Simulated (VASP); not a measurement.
# Ag in VASP: single point with PBE

Aim: the single point of Ag with PBE.

All numbers are computed with VASP 6.6.1; they aren't measurements. Logs are shortened: lines on timing, memory, paths and dates and some standing lists are left out, and cuts for length are marked.

### Step 1. The cell of the first run

The cell holds a wire or tube with vacuum around it, 18 atoms: a = 14.900 Å, b = 16.600 Å, c = 7.183 Å, α = 90.00°, β = 90.00°, γ = 90.00°.

### Step 2. Single point, PBE

The input, INCAR:

```
SYSTEM = Ag
ALGO = Normal
EDIFF = 1E-6
ENCUT = 520
GGA = PE
ISIF = 2
ISMEAR = 0
LASPH = .True.
LCHARG = .False.
LREAL = Auto
LWAVE = .False.
NBANDS = 114
NELM = 100
PREC = Accurate
SIGMA = 0.05
```

The input, KPOINTS:

```
k-points
0
Gamma
  1 1 8
  0 0 0
```

The input, POSCAR:

```
Ag
1.0
   14.9000000000      0.0000000000      0.0000000000
    0.0000000000     16.6000000000      0.0000000000
    0.0000000000      0.0000000000      7.1831241759
Ag
18
Direct
    0.5852220774      0.5441641290      0.0000000000
    0.4715926409      0.3675076130      0.3333333333
    0.4715926409      0.7208206450      0.3333333333
    0.3579632043      0.5441641290      0.6666666667
    0.6988515140      0.3675076130      0.6666666667
    0.5852220774      0.3675076130      0.0000000000
    0.4715926409      0.5441641290      0.3333333333
    0.3579632043      0.3675076130      0.6666666667
    0.6988515140      0.5441641290      0.6666666667
    0.4147779226      0.4558358710      0.0000000000
    0.3011484860      0.6324923870      0.3333333333
    0.6420367957      0.4558358710      0.3333333333
    0.5284073591      0.2791793550      0.6666666667
    0.5284073591      0.6324923870      0.6666666667
    0.4147779226      0.6324923870      0.0000000000
    0.3011484860      0.4558358710      0.3333333333
    0.6420367957      0.6324923870      0.3333333333
    0.5284073591      0.4558358710      0.6666666667
```

Potentials or basis: VASP PAW PBE potentials, release 64 (Ag).

Launch:

```console
$ cat potpaw_PBE.64/Ag/POTCAR > POTCAR
$ mpirun -np 1 vasp_std > vasp.out
```

OUTCAR:

```text
SYSTEM = Ag
   EDIFF = 1E-6
   ENCUT = 520
   GGA = PE
   ISIF = 2
   ISMEAR = 0
   LASPH = .True.
   LREAL = Auto
   NELM = 100
   PREC = Accurate

 ion  position               nearest neighbor table
   1  0.585  0.544  0.000-   7 2.93  15 2.93  10 2.93  14 2.93  17 2.93  18 2.93  12 2.93   9 2.93
                             6 2.93
   2  0.472  0.368  0.333-   6 2.93  12 2.93  10 2.93  18 2.93  13 2.93   7 2.93   8 2.93  16 2.93

   3  0.472  0.721  0.333-  17 2.93  15 2.93  14 2.93   7 2.93  11 2.93
   4  0.358  0.544  0.667-  14 2.93  18 2.93  15 2.93  10 2.93  11 2.93  16 2.93   8 2.93   7 2.93

   5  0.699  0.368  0.667-   6 2.93  12 2.93   9 2.93  18 2.93  13 2.93
   6  0.585  0.368  0.000-   2 2.93  10 2.93  18 2.93  12 2.93  13 2.93   5 2.93   1 2.93
   7  0.472  0.544  0.333-   1 2.93  17 2.93  12 2.93  15 2.93  10 2.93  14 2.93  18 2.93   2 2.93
                             3 2.93   4 2.93  11 2.93  16 2.93
   8  0.358  0.368  0.667-  18 2.93  13 2.93  10 2.93  16 2.93   4 2.93   2 2.93
   9  0.699  0.544  0.667-   1 2.93  17 2.93  12 2.93   5 2.93  14 2.93  18 2.93
  10  0.415  0.456  0.000-  18 2.93   6 2.93   1 2.93   2 2.93   8 2.93   7 2.93   4 2.93  16 2.93
                            15 2.93
  11  0.301  0.632  0.333-  15 2.93   4 2.93  16 2.93   7 2.93   3 2.93
  12  0.642  0.456  0.333-   2 2.93   7 2.93   6 2.93   1 2.93   5 2.93   9 2.93  17 2.93  18 2.93

  13  0.528  0.279  0.667-   8 2.93   6 2.93   2 2.93  18 2.93   5 2.93
  14  0.528  0.632  0.667-  15 2.93   4 2.93   1 2.93   7 2.93   3 2.93  18 2.93  17 2.93   9 2.93

  15  0.415  0.632  0.000-  14 2.93   1 2.93   7 2.93   4 2.93   3 2.93  11 2.93  10 2.93
  16  0.301  0.456  0.333-  10 2.93   8 2.93   4 2.93  11 2.93   2 2.93   7 2.93
  17  0.642  0.632  0.333-   7 2.93   3 2.93   1 2.93   9 2.93  12 2.93  14 2.93
  18  0.528  0.456  0.667-  10 2.93   8 2.93   4 2.93   6 2.93   1 2.93   2 2.93   7 2.93  13 2.93
                            14 2.93  12 2.93   5 2.93   9 2.93

  LATTYP: Found a simple orthorhombic cell.
 ALAT       =     7.1831241759
 B/A-ratio  =     2.0743063373
 C/A-ratio  =     2.3109721611

  Lattice vectors:

 A1 = (   0.0000000000,   0.0000000000,   7.1831241759)
 A2 = (  14.9000000000,   0.0000000000,   0.0000000000)
 A3 = (   0.0000000000,  16.6000000000,   0.0000000000)

Analysis of symmetry for initial positions (statically):
=====================================================================
 Subroutine PRICEL returns:
 Original cell was already a primitive cell.

 Routine SETGRP: Setting up the symmetry group for a
 simple orthorhombic supercell.

 Subroutine GETGRP returns: Found  2 space group operations
 (whereof  2 operations were pure point group operations)
 out of a pool of  8 trial point group operations.

The static configuration has the point symmetry S_2 .

Analysis of symmetry for dynamics (positions and initial velocities):
=====================================================================
 Subroutine PRICEL returns:
 Original cell was already a primitive cell.

 Routine SETGRP: Setting up the symmetry group for a
 simple orthorhombic supercell.

 Subroutine GETGRP returns: Found  2 space group operations
 (whereof  2 operations were pure point group operations)
 out of a pool of  8 trial point group operations.

The dynamic configuration has the point symmetry S_2 .

 Subroutine INISYM returns: Found  2 space group operations
 (whereof  2 operations are pure point group operations),
 and found     1 'primitive' translations

----------------------------------------------------------------------------------------

                                     Primitive cell

  volume of cell :    1776.6739

  direct lattice vectors                    reciprocal lattice vectors
    14.900000000  0.000000000  0.000000000     0.067114094  0.000000000  0.000000000
     0.000000000 16.600000000  0.000000000     0.000000000  0.060240964  0.000000000
     0.000000000  0.000000000  7.183124176     0.000000000  0.000000000  0.139215190

  length of vectors
    14.900000000 16.600000000  7.183124176     0.067114094  0.060240964  0.139215190

  position of ions in fractional coordinates (direct lattice)
     0.585222077  0.544164129  0.000000000
     0.471592641  0.367507613  0.333333333
     0.471592641  0.720820645  0.333333333
     0.357963204  0.544164129  0.666666667
     0.698851514  0.367507613  0.666666667
     0.585222077  0.367507613  0.000000000
[... 10 lines left out ...]
     0.642036796  0.632492387  0.333333333
     0.528407359  0.455835871  0.666666667

  ion indices of the primitive-cell ions
   primitive index   ion index
                 1           1
                 2           2
                 3           3
                 4           4
                 5           5
                 6           6
[... 10 lines left out ...]
                17          17
                18          18

----------------------------------------------------------------------------------------

 KPOINTS: k-points

Automatic generation of k-mesh.
 Grid dimensions read from file:
 generate k-points for:    1    1    8

 Generating k-lattice:

  Cartesian coordinates                     Fractional coordinates (reciprocal lattice)
     0.067114094  0.000000000  0.000000000     1.000000000  0.000000000  0.000000000
     0.000000000  0.060240964  0.000000000     0.000000000  1.000000000  0.000000000
     0.000000000  0.000000000  0.017401899     0.000000000  0.000000000  0.125000000

  Length of vectors
     0.067114094  0.060240964  0.017401899

  Shift w.r.t. Gamma in fractional coordinates (k-lattice)
     0.000000000  0.000000000  0.000000000

 Subroutine IBZKPT returns following result:
 ===========================================

 Found      5 irreducible k-points:

 Following reciprocal coordinates:
            Coordinates               Weight
  0.000000  0.000000  0.000000      1.000000
  0.000000  0.000000  0.125000      2.000000
  0.000000  0.000000  0.250000      2.000000
  0.000000  0.000000  0.375000      2.000000
  0.000000  0.000000  0.500000      1.000000
   k-points           NKPTS =      5   k-points in BZ     NKDIM =      5   number of bands    NBANDS=    114
   number of dos      NEDOS =    301   number of ions     NIONS =     18
   total plane-waves  NPLWV = 762048
   dimension x,y,z NGX =   112 NGY =  126 NGZ =   54
   dimension x,y,z NGXF=   224 NGYF=  252 NGZF=  108
   ions per type =              18
   NGX,Y,Z   is equivalent  to a cutoff of  12.50, 12.62, 12.50 a.u.
   NGXF,Y,Z  is equivalent  to a cutoff of  24.99, 25.24, 25.00 a.u.
 SYSTEM =  Ag
   PREC   = accura    normal or accurate (medium, high low for compatibility)
   ISTART =      0    job   : 0-new  1-cont  2-samecut
   ICHARG =      2    charge: 1-file 2-atom 10-const
   ISPIN  =      1    spin polarized calculation?
   LNONCOLLINEAR =      F non collinear calculations
   LSORBIT =      F    spin-orbit coupling
   LASPH  =      T    aspherical Exc in radial PAW
   ENCUT  =  520.0 eV  38.22 Ry    6.18 a.u.  27.70 30.86 13.36*2*pi/ulx,y,z
   NELM   =    100;   NELMIN=  2; NELMDL= -5     # of ELM steps
   EDIFF  = 0.1E-05   stopping-criterion for ELM
   LREAL  =      T    real-space projection
   EDIFFG = 0.1E-04   stopping-criterion for IOM
   NSW    =      0    number of steps for IOM
   IBRION =     -1    ionic relax: 0-MD 1-quasi-New 2-CG
   NFREE  =      0    steps in history (QN), initial steepest desc. (CG)
   ISIF   =      2    stress and relaxation
   ISYM   =      2    0-nonsym 1-usesym 2-fastsym
   POTIM  = 0.5000    time-step for ionic-motion
   TEBEG  =    0.0;   TEEND  =   0.0 temperature during run
   PSTRESS=    0.0 pullay stress
   NELECT =     198.0000    total number of electrons
   NUPDOWN=      -1.0000    fix difference up-down
   EMIN   =  10.00;   EMAX   =-10.00  energy-range for DOS
   EFERMI =   0.00;   METHOD = LEGACY
   ISMEAR =     0;   SIGMA  =   0.05  broadening in eV -4-tet -1-fermi 0-gaus
   EFERMI_NEDOS =   21; number of points for ismear=-14 and -15
   IALGO  =     38    algorithm
   IMIX   =      4    mixing-type and parameters
     AMIX     =   0.40;   BMIX     =  1.00
     AMIX_MAG =   1.60;   BMIX_MAG =  1.00
  volume/ion in A,a.u.               =      98.70       666.09
  Fermi-wavevector in a.u.,A,eV,Ry     =   0.787821  1.488765  8.444609  0.620661
  Thomas-Fermi vector in A             =   1.892638
   LORBIT       =      0    0 simple, 1 ext, 2 COOP (PROOUT), +10 PAW based schemes
   GGA     = PE    functional components
   LHFCALC =     F    Hartree Fock is set to
   AEXX    =    0.0000 exact exchange contribution
   IVDW    =     0    specifies the selected vdW correction
   LEPSILON=     F    determine dielectric tensor
   LRPA    =     F    only Hartree local field effects (RPA)
 non-spin polarized calculation
 Gauss-broadening in eV      SIGMA  =   0.05
  energy-cutoff  :      520.00
  volume of cell :     1776.67
 maximum number of plane-waves:     47901
 NGX is ok and might be reduce to   112
   NGX = 55   NGY = 61   NGZ = 27

 number of electron     197.9999979 magnetization

 Free energy of the ion-electron system (eV)
  ---------------------------------------------------
  ext. energy  EPLUGINS =         0.00000000
  ---------------------------------------------------
  free energy    TOTEN  =       -38.12152676 eV

  energy without entropy =      -38.10829306  energy(sigma->0) =      -38.11490991

 E-fermi :  -1.9478     XC(G=0):  -3.3112

 val. band max:       -1.9691274788   @ k =   0.0000   0.0000   0.1250
 cond. band min:      -1.8582111942   @ k =   0.0000   0.0000   0.5000
 fundamental gap:      0.1109162846
 Fermi energy:        -1.9478021462

 k-point     1 :       0.0000    0.0000    0.0000
  band No.  band energies     occupation
      1      -7.9189      2.00000
      2      -7.3754      2.00000
      3      -7.3511      2.00000
      4      -7.3405      2.00000
      5      -7.2798      2.00000
      6      -7.2447      2.00000
[... 103 lines left out ...]
    110       0.6235      0.00000
    111       0.7001      0.00000

 k-point     2 :       0.0000    0.0000    0.1250
  band No.  band energies     occupation
      1      -7.8831      2.00000
      2      -7.3710      2.00000
      3      -7.3425      2.00000
      4      -7.3324      2.00000
      5      -7.2765      2.00000
      6      -7.2427      2.00000
[... 103 lines left out ...]
    110       0.4808      0.00000
    111       0.5588      0.00000

 k-point     3 :       0.0000    0.0000    0.2500
  band No.  band energies     occupation
      1      -7.7831      2.00000
      2      -7.3728      2.00000
      3      -7.3376      2.00000
      4      -7.3163      2.00000
      5      -7.2665      2.00000
      6      -7.2318      2.00000
[... 103 lines left out ...]
    110       0.4955      0.00000
    111       0.6384      0.00000

 k-point     4 :       0.0000    0.0000    0.3750
  band No.  band energies     occupation
      1      -7.6454      2.00000
      2      -7.4055      2.00000
      3      -7.3592      2.00000
      4      -7.3070      2.00000
      5      -7.2593      2.00000
      6      -7.2054      2.00000
[... 103 lines left out ...]
    110       0.8923      0.00000
    111       1.0743      0.00000

 k-point     5 :       0.0000    0.0000    0.5000
  band No.  band energies     occupation
      1      -7.5482      2.00000
      2      -7.4516      2.00000
      3      -7.3716      2.00000
      4      -7.3026      2.00000
      5      -7.2658      2.00000
      6      -7.1896      2.00000
[... 103 lines left out ...]
    110       0.8684      0.00000
    111       1.0174      0.00000
 [bands above 111 left out]

------------------------ aborting loop because EDIFF is reached ----------------------------------------

  FORCE on cell =-STRESS in cart. coord.  units (eV):
  Direction    XX          YY          ZZ          XY          YZ          ZX
  --------------------------------------------------------------------------------------
  -------------------------------------------------------------------------------------
  Total       -7.3408040     -8.6800837    -11.3588310      1.1805880      1.1575157     -0.6586757
  in kB       -6.6198246     -7.8275665    -10.2432197      1.0646362      1.0438300     -0.5939837
  external PRESSURE =      -8.2302036 kB  Pullay stress =       0.0000000 kB

 VOLUME and BASIS-vectors are now :
 -----------------------------------------------------------------------------
  energy-cutoff  :      520.00
  volume of cell :     1776.67
      direct lattice vectors                 reciprocal lattice vectors
    14.900000000  0.000000000  0.000000000     0.067114094  0.000000000  0.000000000
     0.000000000 16.600000000  0.000000000     0.000000000  0.060240964  0.000000000
     0.000000000  0.000000000  7.183124176     0.000000000  0.000000000  0.139215190

 POSITION                                       TOTAL-FORCE (eV/Angst)
 -----------------------------------------------------------------------------------
      8.71981      9.03312      0.00000         0.123332      0.072704     -0.000071
      7.02673      6.10063      2.39437         0.031364      0.082320      0.059960
      7.02673     11.96562      2.39437         0.036853     -0.651025      0.103515
      5.33365      9.03312      4.78875         0.089009     -0.011283     -0.060414
     10.41289      6.10063      4.78875        -0.544528      0.355395     -0.103075
      8.71981      6.10063      0.00000        -0.103256      0.176228      0.016704
[... 10 lines left out ...]
      9.56635     10.49937      2.39437        -0.298231     -0.292967      0.197178
      7.87327      7.56688      4.78875         0.139569     -0.239038      0.140762
 -----------------------------------------------------------------------------------
    total drift:                                0.000000      0.000000     -0.000000

  FREE ENERGIE OF THE ION-ELECTRON SYSTEM (eV)
  ---------------------------------------------------
  free  energy   TOTEN  =       -38.1215267601 eV

  energy  without entropy=      -38.1082930553  energy(sigma->0) =      -38.11490991
```

It used 1700 s of CPU time on 1 thread of Intel(R) Xeon(R) 6975P-C (Granite Rapids) (shared host).

Results:

- Free energy: -38.1215 eV
- Largest force: 0.660 eV/Å
- Band gap on the k mesh: zero (bands 99 and 100 overlap by 0.30 eV)

Forces in eV/Å, atoms in the order of the input:
```
Ag   0.123  0.073  0.000
Ag   0.031  0.082  0.060
Ag   0.037 -0.651  0.104
Ag   0.089 -0.011 -0.060
Ag  -0.545  0.355 -0.103
Ag  -0.103  0.176  0.017
Ag  -0.140  0.239 -0.141
Ag   0.298  0.293 -0.197
Ag  -0.402 -0.108 -0.196
Ag  -0.123 -0.073  0.000
Ag   0.545 -0.355  0.103
Ag  -0.089  0.011  0.060
Ag  -0.037  0.651 -0.104
Ag  -0.031 -0.082 -0.060
Ag   0.103 -0.176 -0.017
Ag   0.402  0.108  0.196
Ag  -0.298 -0.293  0.197
Ag   0.140 -0.239  0.141
```

The gap in the log of VASP goes by the Fermi energy; the results here count the filled bands.